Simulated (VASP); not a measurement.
# Sr7O8 (a cell with a defect) in VASP: single point with PBE

Aim: the single point of Sr7O8 (a cell with a defect) with PBE.

Everything below comes from runs of VASP 6.6.1. Logs are shortened: lines on timing, memory, paths and dates and some standing lists are left out, and cuts for length are marked.

### 1 The cell of the first run

The cell holds a defect, 15 atoms: a = 7.306 Å, b = 7.306 Å, c = 7.306 Å, α = 60.00°, β = 60.00°, γ = 60.00°.

### 2 Single point, PBE

The input, INCAR:

```
SYSTEM = Sr7O8
PREC     = Accurate       ! precision mode
ENCUT    = 520            ! plane-wave cutoff, eV
EDIFF    = 1E-7           ! SCF threshold, eV
ISMEAR   = -1             ! smearing method
SIGMA    = 0.05           ! smearing width, eV
LREAL    = Auto         
LASPH    = .True.         ! aspherical terms in the spheres
NELM     = 100            ! most SCF steps
ALGO     = Normal         ! electronic algorithm
ISIF     = 2              ! what is computed and relaxed
LWAVE    = .False.        ! write WAVECAR
LCHARG   = .False.        ! write CHGCAR
GGA      = PE             ! functional
NBANDS   = 72             ! bands
```

The input, KPOINTS:

```
Automatic mesh
0
Gamma
  3 3 3
  0 0 0
```

The input, POSCAR:

```
Sr7O8
1.0
    0.0000000000      5.1662960000      5.1662960000
    5.1662960000      0.0000000000      5.1662960000
    5.1662960000      5.1662960000      0.0000000000
Sr O
7 8
Direct
    0.2495051580      0.2494298623      0.2512992868
    0.2494572514      0.2489189547      0.7516456665
    0.2495840347      0.7492580758      0.7509341315
    0.7493805039      0.2494105061      0.2513393542
    0.7494914151      0.2492475267      0.7512745108
    0.7496461682      0.7493304681      0.2512053123
    0.7496318446      0.7491901354      0.7511714389
   -0.0165031194      0.0150982445     -0.0144598761
   -0.0163570767      0.0151895091      0.5170813867
   -0.0005060686      0.4992626245      0.0013310310
   -0.0163160415      0.4833392241      0.5172327524
    0.5153932334      0.0150697908     -0.0144672315
    0.4994933507     -0.0006427235      0.5012973511
    0.5154383334      0.4834593295     -0.0146753109
    0.5152469971      0.4834445220      0.5172561735
```

Potentials or basis: VASP PAW PBE potentials, release 64 (Sr_sv, O).

Run with:

```sh
> cat potpaw_PBE.64/Sr_sv/POTCAR potpaw_PBE.64/O/POTCAR > POTCAR
> mpirun -np 1 vasp_std > vasp.out
```

OUTCAR:

```text
SYSTEM = Sr7O8
   PREC = Accurate
   ENCUT = 520
   EDIFF = 1E-7
   ISMEAR = -1
   LREAL = Auto
   LASPH = .True.
   NELM = 100
   ISIF = 2
   GGA = PE

 ion  position               nearest neighbor table
   1  0.250  0.249  0.251-  10 2.58  13 2.58  11 2.59  14 2.59   9 2.59  12 2.59   6 3.65   4 3.65
                             3 3.65   2 3.65   5 3.65   5 3.65   2 3.65   3 3.65   4 3.65   6 3.65
   2  0.249  0.249  0.752-  13 2.58  10 2.58   8 2.59  12 2.59  11 2.59  15 2.59   4 3.65   1 3.65
                             7 3.65   3 3.65   5 3.65   5 3.65   3 3.65   7 3.65   1 3.65   4 3.65
   3  0.250  0.749  0.751-  13 2.58  10 2.58  15 2.59   9 2.59  14 2.59   8 2.59   7 3.65   6 3.65
                             1 3.65   2 3.65   5 3.65   5 3.65   2 3.65   1 3.65   6 3.65   7 3.65
   4  0.749  0.249  0.251-  13 2.58  10 2.58  15 2.59  14 2.59   9 2.59   8 2.59   2 3.65   1 3.65
                             5 3.65   7 3.65   6 3.65   6 3.65   7 3.65   5 3.65   1 3.65   2 3.65
   5  0.749  0.249  0.751-   9 2.42  14 2.42  15 2.42   8 2.42  12 2.42  11 2.42   4 3.65   6 3.65
                             3 3.65   7 3.65   2 3.65   1 3.65   1 3.65   2 3.65   7 3.65   3 3.65
   6  0.750  0.749  0.251-  10 2.58  13 2.58   8 2.59  12 2.59  11 2.59  15 2.59   1 3.65   7 3.65
                             3 3.65   5 3.65   4 3.65   4 3.65   5 3.65   3 3.65   7 3.65   1 3.65
   7  0.750  0.749  0.751-  13 2.58  10 2.58  11 2.59  14 2.59   9 2.59  12 2.59   3 3.65   6 3.65
                             2 3.65   5 3.65   4 3.65   4 3.65   5 3.65   2 3.65   6 3.65   3 3.65
   8  0.983  0.015  0.986-   5 2.42   6 2.59   2 2.59   4 2.59   3 2.59
   9  0.984  0.015  0.517-   5 2.42   3 2.59   4 2.59   7 2.59   1 2.59
  10  0.999  0.499  0.001-   6 2.58   4 2.58   1 2.58   7 2.58   2 2.58   3 2.58
  11  0.984  0.483  0.517-   5 2.42   7 2.59   1 2.59   6 2.59   2 2.59
  12  0.515  0.015  0.986-   5 2.42   2 2.59   6 2.59   1 2.59   7 2.59
  13  0.499  0.999  0.501-   2 2.58   4 2.58   1 2.58   3 2.58   7 2.58   6 2.58
  14  0.515  0.483  0.985-   5 2.42   7 2.59   4 2.59   1 2.59   3 2.59
  15  0.515  0.483  0.517-   5 2.42   3 2.59   4 2.59   6 2.59   2 2.59

  LATTYP: Found a face centered cubic cell.
 ALAT       =    10.3325920000

  Lattice vectors:

 A1 = (   0.0000000000,   5.1662960000,   5.1662960000)
 A2 = (   5.1662960000,   0.0000000000,   5.1662960000)
 A3 = (   5.1662960000,   5.1662960000,   0.0000000000)

Analysis of symmetry for initial positions (statically):
=====================================================================
 Subroutine PRICEL returns:
 Original cell was already a primitive cell.

 Routine SETGRP: Setting up the symmetry group for a
 face centered cubic supercell.

 Subroutine GETGRP returns: Found  1 space group operations
[... 153 lines left out ...]
  volume/ion in A,a.u.               =      18.39       124.07
  Fermi-wavevector in a.u.,A,eV,Ry     =   1.233615  2.331194 20.705418  1.521805
  Thomas-Fermi vector in A             =   2.368338
   LORBIT       =      0    0 simple, 1 ext, 2 COOP (PROOUT), +10 PAW based schemes
   GGA     = PE    functional components
   LHFCALC =     F    Hartree Fock is set to
   AEXX    =    0.0000 exact exchange contribution
   IVDW    =     0    specifies the selected vdW correction
   LEPSILON=     F    determine dielectric tensor
   LRPA    =     F    only Hartree local field effects (RPA)
 non-spin polarized calculation
  energy-cutoff  :      520.00
  volume of cell :      275.78
 maximum number of plane-waves:      7428
 NGX is ok and might be reduce to    54
   NGX = 27   NGY = 27   NGZ = 27

 number of electron     118.0000004 magnetization

 Free energy of the ion-electron system (eV)
  ---------------------------------------------------
  ext. energy  EPLUGINS =         0.00000000
  ---------------------------------------------------
  free energy    TOTEN  =       -87.21420403 eV

  energy without entropy =      -87.07405461  energy(sigma->0) =      -87.14412932

 E-fermi :   0.6312     XC(G=0):  -9.3879

 val. band max:        0.5841070850   @ k =   0.0000   0.3333   0.3333
 cond. band min:       0.6394122445   @ k =   0.3333  -0.3333  -0.3333
 fundamental gap:      0.0553051595
 Fermi energy:         0.6312320181

 k-point     1 :       0.0000    0.0000    0.0000
  band No.  band energies     occupation
      1     -31.6765      2.00000
      2     -31.5864      2.00000
      3     -31.5864      2.00000
      4     -31.5864      2.00000
      5     -31.5493      2.00000
      6     -31.5493      2.00000
[... 1025 lines left out ...]
     70       7.4055      0.00000
     71       7.5438      0.00000
 [bands above 71 left out]

------------------------ aborting loop because EDIFF is reached ----------------------------------------

  FORCE on cell =-STRESS in cart. coord.  units (eV):
  Direction    XX          YY          ZZ          XY          YZ          ZX
  --------------------------------------------------------------------------------------
  -------------------------------------------------------------------------------------
  Total        2.7980658      2.7953955      2.7901574     -0.0019691      0.0026302      0.0012006
  in kB       16.2555118     16.2399986     16.2095679     -0.0114394      0.0152805      0.0069748
  external PRESSURE =      16.2350261 kB  Pullay stress =       0.0000000 kB

 VOLUME and BASIS-vectors are now :
 -----------------------------------------------------------------------------
  energy-cutoff  :      520.00
  volume of cell :      275.78
      direct lattice vectors                 reciprocal lattice vectors
     0.000000000  5.166296000  5.166296000    -0.096781137  0.096781137  0.096781137
     5.166296000  0.000000000  5.166296000     0.096781137 -0.096781137  0.096781137
     5.166296000  5.166296000  0.000000000     0.096781137  0.096781137 -0.096781137

 POSITION                                       TOTAL-FORCE (eV/Angst)
 -----------------------------------------------------------------------------------
      2.58692      2.58730      2.57765        -0.001164      0.000156      0.000468
      5.16921      5.17199      2.57476        -0.000154     -0.001487      0.003400
      7.75044      5.16897      5.16031         0.004305      0.002878     -0.001822
      2.58702      5.17002      5.16005         0.000343     -0.000247     -0.000580
      5.16899      7.75340      5.15978         0.000991      0.000988     -0.000152
      5.16906      5.17070      7.74416         0.000046     -0.000698     -0.001912
      7.75131      7.75359      7.74336         0.003184      0.000618      0.000022
      5.16959     10.17263      5.15904        -0.002352      0.040064      0.002557
      2.74987      7.75319      5.16026        -0.035404     -0.001021      0.000803
      2.58622      5.17056      7.74302        -0.001585     -0.001670      0.002885
      5.16925      7.75418      7.57908        -0.000532     -0.000679      0.034827
      5.16941      7.75423      2.74053        -0.000707     -0.000788     -0.040257
      7.75283      5.17038      7.74351        -0.002979     -0.000706     -0.000428
      7.58817      7.75339      5.16060         0.039206     -0.002445     -0.000783
      5.16992      5.33422      5.15954        -0.003200     -0.034965      0.000972
 -----------------------------------------------------------------------------------
    total drift:                                0.004033      0.003667     -0.012444

  FREE ENERGIE OF THE ION-ELECTRON SYSTEM (eV)
  ---------------------------------------------------
  free  energy   TOTEN  =       -87.2142040305 eV

  energy  without entropy=      -87.0740546069  energy(sigma->0) =      -87.14412932
```

It took 12 min on 1 thread of Intel Xeon Platinum 8488C (Sapphire Rapids), shared host; peak memory 0.47 GiB.

Results:

| Item | Value |
| --- | --- |
| Free energy | -87.2142 eV |
| Pressure | 1.6 GPa |
| Largest force | 0.040 eV/Å |
| Band gap on the k mesh | zero (bands 59 and 60 overlap by 0.10 eV) |

Forces in eV/Å, atoms in the order of the input:
```
Sr  -0.001  0.000  0.000
Sr   0.000 -0.001  0.003
Sr   0.004  0.003 -0.002
Sr   0.000  0.000 -0.001
Sr   0.001  0.001  0.000
Sr   0.000 -0.001 -0.002
Sr   0.003  0.001  0.000
O   -0.002  0.040  0.003
O   -0.035 -0.001  0.001
O   -0.002 -0.002  0.003
O   -0.001 -0.001  0.035
O   -0.001 -0.001 -0.040
O   -0.003 -0.001  0.000
O    0.039 -0.002 -0.001
O   -0.003 -0.035  0.001
```

Levels at points of the mesh, in eV from the Fermi level:
| k point | band 55 | band 56 | band 57 | band 58 | band 59 | band 60 | band 61 | band 62 | band 63 | band 64 |
| --- | --- | --- | --- | --- | --- | --- | --- | --- | --- | --- |
| (0.00, 0.00, 0.00) | -0.06 | -0.06 | -0.06 | 0.05 | 0.05 | 0.05 | 4.12 | 4.12 | 4.12 | 4.33 |

The gap in the log of VASP goes by the Fermi energy; the results here count the filled bands.